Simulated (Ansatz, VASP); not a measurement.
## One calculation of BiC, two programs

```
Bi C
1.0
     0.00000    2.56767    2.56767
     2.56767    0.00000    2.56767
     2.56767    2.56767    0.00000
Bi C
1 1
Direct
  0.00000 0.00000 0.00000
  0.50000 0.50000 0.50000
```

Alike in both runs: functional PBE; k mesh 18 × 18 × 18; occupations gaussian, width 0.1 eV; no spin polarisation.

Ansatz relaxed the structure, and its values are those at the end. VASP's run is a single point on that final structure, the one shown.

|  | VASP | Ansatz |
| --- | --- | --- |
| version | VASP 6.6.1 | Ansatz 0.2.0 |
| potentials or method | VASP PAW PBE potentials, release 64 (Bi_d, C), cutoff 520 eV | scalar-relativistic, plane waves, PAW |
| valence electrons in the cell | 19 | 19 |

Ansatz gave:

* gap on the k mesh at the Fermi level (eV): none
* pressure (GPa): 0.0

Q: Which values does VASP return?

A: gap on the k mesh at the Fermi level (eV): none; pressure (GPa): 0.1.

A gap of «none» marks a metal or a gap that the smearing closes. The functional is the same, so the differences come from potentials, cutoffs and numerics.

Neither program's run includes spin-orbit coupling.
